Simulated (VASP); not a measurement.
# Sb2As (Pnnm) in VASP: a series of runs, part 2 of 2

VASP 6.6.1. The steps go on from the part before.

## Step 3: Single point, PBE

This run uses another cell than the first one, of 28.24 Å³/atom.

INCAR reads:

```
ALGO     = Normal         # electronic algorithm
EDIFF    = 1E-7           # SCF threshold, eV
ENCUT    = 520            # plane-wave cutoff, eV
GGA      = PE             # functional
ISIF     = 2              # what is computed and relaxed
ISMEAR   = 0              # smearing method
LASPH    = T              # aspherical terms in the spheres
LCHARG   = F              # write CHGCAR
LREAL    = F              # projectors in reciprocal space
LWAVE    = F              # write WAVECAR
NBANDS   = 24             # bands
NELM     = 80             # most SCF steps
PREC     = Accurate       # precision mode
SIGMA    = 0.1            # smearing width, eV
```

KPOINTS reads:

```
k-points
0
Gamma
  4 4 4
```

POSCAR reads:

```
Sb2As
1.0
    5.9091431459      0.0000000000      0.0000000000
    0.0000000000      7.5667889055      0.0000000000
    0.0000000000      0.0000000000      3.7900211348
Sb As
4 2
Direct
    0.1744073644      0.3651443165      0.0000000000
    0.8255926356      0.6348556835      0.0000000000
    0.6744073644      0.1348556835      0.5000000000
    0.3255926356      0.8651443165      0.5000000000
    0.0000000000      0.0000000000      0.0000000000
    0.5000000000      0.5000000000      0.5000000000
```

Potentials or basis: VASP PAW PBE potentials, release 64 (Sb, As).

Started as:

```
$ cat potpaw_PBE.64/Sb/POTCAR potpaw_PBE.64/As/POTCAR > POTCAR
$ mpirun -np 1 vasp_std > vasp.out
```

OUTCAR:

```text
EDIFF = 1E-7
   ENCUT = 520
   GGA = PE
   ISIF = 2
   ISMEAR = 0
   LASPH = T
   LREAL = F
   NELM = 80
   PREC = Accurate

 ion  position               nearest neighbor table
   1  0.174  0.365  0.000-   6 2.89   6 2.89   2 2.90   5 2.95
   2  0.826  0.635  0.000-   6 2.89   6 2.89   1 2.90   5 2.95
   3  0.674  0.135  0.500-   5 2.89   5 2.89   4 2.90   6 2.95
   4  0.326  0.865  0.500-   5 2.89   5 2.89   3 2.90   6 2.95
   5  0.000  0.000  0.000-   3 2.89   4 2.89   3 2.89   4 2.89   1 2.95   2 2.95
   6  0.500  0.500  0.500-   1 2.89   2 2.89   1 2.89   2 2.89   3 2.95   4 2.95

  LATTYP: Found a simple orthorhombic cell.
 ALAT       =     3.7900211348
 B/A-ratio  =     1.5591319773
 C/A-ratio  =     1.9965030897

  Lattice vectors:

 A1 = (   0.0000000000,   0.0000000000,   3.7900211348)
 A2 = (   5.9091431459,   0.0000000000,   0.0000000000)
 A3 = (   0.0000000000,   7.5667889055,   0.0000000000)

Analysis of symmetry for initial positions (statically):
=====================================================================
 Subroutine PRICEL returns:
 Original cell was already a primitive cell.

 Routine SETGRP: Setting up the symmetry group for a
 simple orthorhombic supercell.

 Subroutine GETGRP returns: Found  8 space group operations
 (whereof  4 operations were pure point group operations)
 out of a pool of  8 trial point group operations.

The static configuration has the point symmetry C_2h.
 The point group associated with its full space group is D_2h.

Analysis of symmetry for dynamics (positions and initial velocities):
=====================================================================
 Subroutine PRICEL returns:
 Original cell was already a primitive cell.

 Routine SETGRP: Setting up the symmetry group for a
 simple orthorhombic supercell.

 Subroutine GETGRP returns: Found  8 space group operations
 (whereof  4 operations were pure point group operations)
 out of a pool of  8 trial point group operations.

The dynamic configuration has the point symmetry C_2h.
 The point group associated with its full space group is D_2h.

 Subroutine INISYM returns: Found  8 space group operations
 (whereof  4 operations are pure point group operations),
 and found     1 'primitive' translations

----------------------------------------------------------------------------------------

                                     Primitive cell

  volume of cell :     169.4641

  direct lattice vectors                    reciprocal lattice vectors
     5.909143146  0.000000000  0.000000000     0.169229273  0.000000000  0.000000000
     0.000000000  7.566788906  0.000000000     0.000000000  0.132156455  0.000000000
     0.000000000  0.000000000  3.790021135     0.000000000  0.000000000  0.263850771

  length of vectors
     5.909143146  7.566788906  3.790021135     0.169229273  0.132156455  0.263850771

  position of ions in fractional coordinates (direct lattice)
     0.174407364  0.365144317  0.000000000
     0.825592636  0.634855683  0.000000000
     0.674407364  0.134855683  0.500000000
     0.325592636  0.865144317  0.500000000
     0.000000000  0.000000000  0.000000000
     0.500000000  0.500000000  0.500000000

  ion indices of the primitive-cell ions
[... 28 lines left out ...]

 Subroutine IBZKPT returns following result:
 ===========================================

 Found     27 irreducible k-points:

 Following reciprocal coordinates:
            Coordinates               Weight
  0.000000  0.000000  0.000000      1.000000
  0.250000  0.000000  0.000000      2.000000
  0.500000  0.000000  0.000000      1.000000
  0.000000  0.250000  0.000000      2.000000
  0.250000  0.250000  0.000000      4.000000
  0.500000  0.250000  0.000000      2.000000
[... 16 lines left out ...]
  0.250000  0.250000  0.500000      4.000000
  0.500000  0.250000  0.500000      2.000000
 [... further k-points ...]
   k-points           NKPTS =     27   k-points in BZ     NKDIM =     27   number of bands    NBANDS=     24
   number of dos      NEDOS =    301   number of ions     NIONS =      6
   total plane-waves  NPLWV =  75264
   dimension x,y,z NGX =    48 NGY =   56 NGZ =   28
   dimension x,y,z NGXF=    96 NGYF=  112 NGZF=   56
   ions per type =               4   2
   NGX,Y,Z   is equivalent  to a cutoff of  13.50, 12.30, 12.28 a.u.
   NGXF,Y,Z  is equivalent  to a cutoff of  27.01, 24.61, 24.56 a.u.
 SYSTEM =  unknown system
   PREC   = accura    normal or accurate (medium, high low for compatibility)
   ISTART =      0    job   : 0-new  1-cont  2-samecut
   ICHARG =      2    charge: 1-file 2-atom 10-const
   ISPIN  =      1    spin polarized calculation?
   LNONCOLLINEAR =      F non collinear calculations
   LSORBIT =      F    spin-orbit coupling
   LASPH  =      T    aspherical Exc in radial PAW
   ENCUT  =  520.0 eV  38.22 Ry    6.18 a.u.  10.99 14.07  7.05*2*pi/ulx,y,z
   NELM   =     80;   NELMIN=  2; NELMDL= -5     # of ELM steps
   EDIFF  = 0.1E-06   stopping-criterion for ELM
   LREAL  =      F    real-space projection
   EDIFFG = 0.1E-05   stopping-criterion for IOM
   NSW    =      0    number of steps for IOM
   IBRION =     -1    ionic relax: 0-MD 1-quasi-New 2-CG
   NFREE  =      0    steps in history (QN), initial steepest desc. (CG)
   ISIF   =      2    stress and relaxation
   ISYM   =      2    0-nonsym 1-usesym 2-fastsym
   POTIM  = 0.5000    time-step for ionic-motion
   TEBEG  =    0.0;   TEEND  =   0.0 temperature during run
   PSTRESS=    0.0 pullay stress
   NELECT =      30.0000    total number of electrons
   NUPDOWN=      -1.0000    fix difference up-down
   EMIN   =  10.00;   EMAX   =-10.00  energy-range for DOS
   EFERMI =   0.00;   METHOD = LEGACY
   ISMEAR =     0;   SIGMA  =   0.10  broadening in eV -4-tet -1-fermi 0-gaus
   EFERMI_NEDOS =   21; number of points for ismear=-14 and -15
   IALGO  =     38    algorithm
   IMIX   =      4    mixing-type and parameters
     AMIX     =   0.40;   BMIX     =  1.00
     AMIX_MAG =   1.60;   BMIX_MAG =  1.00
  volume/ion in A,a.u.               =      28.24       190.60
  Fermi-wavevector in a.u.,A,eV,Ry     =   0.919227  1.737087 11.496622  0.844978
  Thomas-Fermi vector in A             =   2.044397
   LORBIT       =      0    0 simple, 1 ext, 2 COOP (PROOUT), +10 PAW based schemes
   GGA     = PE    functional components
   LHFCALC =     F    Hartree Fock is set to
   AEXX    =    0.0000 exact exchange contribution
   IVDW    =     0    specifies the selected vdW correction
   LEPSILON=     F    determine dielectric tensor
   LRPA    =     F    only Hartree local field effects (RPA)
 non-spin polarized calculation
 Gauss-broadening in eV      SIGMA  =   0.10
  energy-cutoff  :      520.00
  volume of cell :      169.46
 maximum number of plane-waves:      4590
 NGX is ok and might be reduce to    48
   NGX = 21   NGY = 29   NGZ = 15

 number of electron      29.9999998 magnetization

 Free energy of the ion-electron system (eV)
  ---------------------------------------------------
  ext. energy  EPLUGINS =         0.00000000
  ---------------------------------------------------
  free energy    TOTEN  =       -24.86606477 eV

  energy without entropy =      -24.85295019  energy(sigma->0) =      -24.85950748

 E-fermi :   6.2623     XC(G=0):  -9.5373

 val. band max:        6.1494197050   @ k =   0.2500   0.5000   0.2500
 cond. band min:       6.3158870367   @ k =   0.5000   0.2500   0.2500
 fundamental gap:      0.1664673317
 Fermi energy:         6.2623384830

 k-point     1 :       0.0000    0.0000    0.0000
  band No.  band energies     occupation
      1      -6.8892      2.00000
      2      -5.6030      2.00000
      3      -3.3507      2.00000
      4      -2.9783      2.00000
      5      -2.5438      2.00000
      6      -1.7360      2.00000
[... 637 lines left out ...]
     23       9.7148      0.00000
     24       9.7148      0.00000

 [... further k-points ...]
[... 5 lines left out ...]
  --------------------------------------------------------------------------------------
  -------------------------------------------------------------------------------------
  Total       -0.0052300      0.2532922     -0.0304185      0.0000000      0.0000000      0.0000000
  in kB       -0.0494468      2.3947190     -0.2875876      0.0000000      0.0000000      0.0000000
  external PRESSURE =       0.6858949 kB  Pullay stress =       0.0000000 kB

 VOLUME and BASIS-vectors are now :
 -----------------------------------------------------------------------------
  energy-cutoff  :      520.00
  volume of cell :      169.46
      direct lattice vectors                 reciprocal lattice vectors
     5.909143146  0.000000000  0.000000000     0.169229273  0.000000000  0.000000000
     0.000000000  7.566788906  0.000000000     0.000000000  0.132156455  0.000000000
     0.000000000  0.000000000  3.790021135     0.000000000  0.000000000  0.263850771

 POSITION                                       TOTAL-FORCE (eV/Angst)
 -----------------------------------------------------------------------------------
      1.03060      2.76297      0.00000         0.020476      0.002480     -0.000000
      4.87855      4.80382      0.00000        -0.020476     -0.002480      0.000000
      3.98517      1.02042      1.89501         0.020476     -0.002480     -0.000000
      1.92397      6.54636      1.89501        -0.020476      0.002480      0.000000
      0.00000      0.00000      0.00000         0.000000      0.000000      0.000000
      2.95457      3.78339      1.89501         0.000000      0.000000      0.000000
 -----------------------------------------------------------------------------------
    total drift:                               -0.000000      0.000000     -0.000000

  FREE ENERGIE OF THE ION-ELECTRON SYSTEM (eV)
  ---------------------------------------------------
  free  energy   TOTEN  =       -24.8660647721 eV

  energy  without entropy=      -24.8529501857  energy(sigma->0) =      -24.85950748
```

It took 54 s on 1 thread of Intel Xeon 6975P-C (Granite Rapids), shared host; peak memory 0.29 GiB.

What came out:

| Property | Result |
| --- | --- |
| Free energy | -24.8661 eV |
| Pressure | 0.1 GPa |
| Largest force | 0.021 eV/Å |
| Band gap on the k mesh | zero (bands 15 and 16 overlap by 3.34 eV) |

Forces in eV/Å, atoms in the order of the input:
```
Sb   0.020  0.002  0.000
Sb  -0.020 -0.002  0.000
Sb   0.020 -0.002  0.000
Sb  -0.020  0.002  0.000
As   0.000  0.000  0.000
As   0.000  0.000  0.000
```

Levels at points of the mesh, in eV from the Fermi level:
| k point | band 13 | band 14 | band 15 | band 16 | band 17 | band 18 |
| --- | --- | --- | --- | --- | --- | --- |
| (0.00, 0.00, 0.00) | -0.34 | 0.64 | 0.66 | 1.03 | 1.32 | 1.96 |
| (0.50, 0.00, 0.00) | -0.91 | -0.91 | 0.70 | 0.70 | 0.89 | 0.89 |
| (0.00, 0.50, 0.00) | -1.52 | -1.52 | 1.98 | 1.98 | 2.25 | 2.25 |
| (0.50, 0.50, 0.00) | -1.05 | -1.05 | 0.43 | 0.43 | 1.77 | 1.77 |
| (0.00, 0.00, 0.50) | -2.15 | -2.15 | -1.36 | -1.36 | 0.37 | 0.37 |
| (0.50, 0.00, 0.50) | -0.19 | -0.19 | -0.14 | -0.14 | 0.64 | 0.64 |
| (0.00, 0.50, 0.50) | -2.65 | -2.65 | -1.06 | -1.06 | 1.12 | 1.12 |
| (0.50, 0.50, 0.50) | -1.27 | -1.27 | -0.90 | -0.90 | 1.42 | 1.42 |

Caveat: the k points lie up to 0.41 Å⁻¹ apart, too coarse for converged energies and pressures of a metal; spin-orbit coupling is left out, which moves the levels of the heavy elements.

The gap in the log of VASP goes by the Fermi energy; the results here count the filled bands.